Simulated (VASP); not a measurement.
The system is H4C.

```
CELL_PARAMETERS angstrom
4.71467 0.00000 0.00000
0.00000 4.71467 0.00000
0.00000 0.00000 5.13909
ATOMIC_POSITIONS crystal
H 0.86186 0.13095 0.87667
H 0.63095 0.36186 0.37667
H 0.36905 0.63814 0.37667
H 0.86905 0.86186 0.12333
H 0.36186 0.36905 0.62333
H 0.63814 0.63095 0.62333
H 0.13814 0.86905 0.87667
H 0.13095 0.13814 0.12333
C 0.50000 0.50000 0.50000
C 0.00000 0.00000 0.00000
```

| Property | Result |
| --- | --- |
| Program | VASP 6.6.1 |
| Task | relaxation of cell and atoms |
| Functional | r2SCAN |
| Dispersion | rVV10 |
| Potentials or basis | VASP PAW PBE potentials, release 64 (H, C) |
| Cutoff | 600 eV |
| k mesh | 6 × 6 × 4 |
| Occupations | fermi-dirac, width 0.03 eV |
| Spin | no spin polarisation |

At the start: pressure -1.6 GPa; volume 11.42 Å³/atom.

**Question.** Where does the relaxation end?

**Answer.** Over 23 steps the energy falls by 7.0 meV/atom and the volume is 8.88 Å³/atom (-22.3 %); space group I-42m (No. 121, to 0.1 Å) before and after.

Step by step:
```tsv
step	energy change (eV)	largest force (eV/Å)	pressure (GPa)	volume (Å³)
1	0.0000	0.2538	-1.58	114.23
2	0.0006	0.3587	0.94	112.37
3	-0.0108	0.0424	-0.36	113.31
4	-0.0123	0.0417	-0.36	112.87
5	-0.0167	0.0406	-0.36	111.55
6	-0.0253	0.0413	-0.35	108.96
7	-0.0408	0.0528	-0.26	103.89
8	-0.0623	0.1071	0.19	94.22
9	-0.0168	0.3296	2.97	76.73
10	-0.0601	0.2561	1.16	90.23
11	-0.0611	0.2399	1.08	90.04
12	-0.0638	0.1920	0.85	89.47
13	-0.0671	0.1015	0.43	88.34
14	-0.0654	0.1261	-0.43	86.11
15	-0.0677	0.0626	0.18	87.56
16	-0.0677	0.0671	0.19	87.70
17	-0.0677	0.0652	0.16	87.63
18	-0.0679	0.0618	0.16	87.70
19	-0.0685	0.0520	0.14	87.90
20	-0.0692	0.0330	0.10	88.31
21	-0.0694	0.0186	0.04	89.13
22	-0.0695	0.0157	0.07	88.79
23	-0.0695	0.0046	-0.01	88.80
```

Final structure:
```xyz
10
Lattice="4.3252 0.0000 0.0000 0.0000 4.3252 0.0000 0.0000 0.0000 4.7468" Properties=species:S:1:pos:R:3 pbc="T T T"
H     3.6795    0.6133    4.1177
H     2.7759    1.5170    1.7443
H     1.5493    2.8082    1.7443
H     3.7119    3.6795    0.6291
H     1.5170    1.5493    3.0025
H     2.8082    2.7759    3.0025
H     0.6456    3.7119    4.1177
H     0.6133    0.6456    0.6291
C     2.1626    2.1626    2.3734
C     0.0000    0.0000    0.0000
```

Caveat: the volume moved by over 15 % at a fixed basis, so the end points are rough; the PAW data sets were made with another functional, which shifts forces and pressure a little.
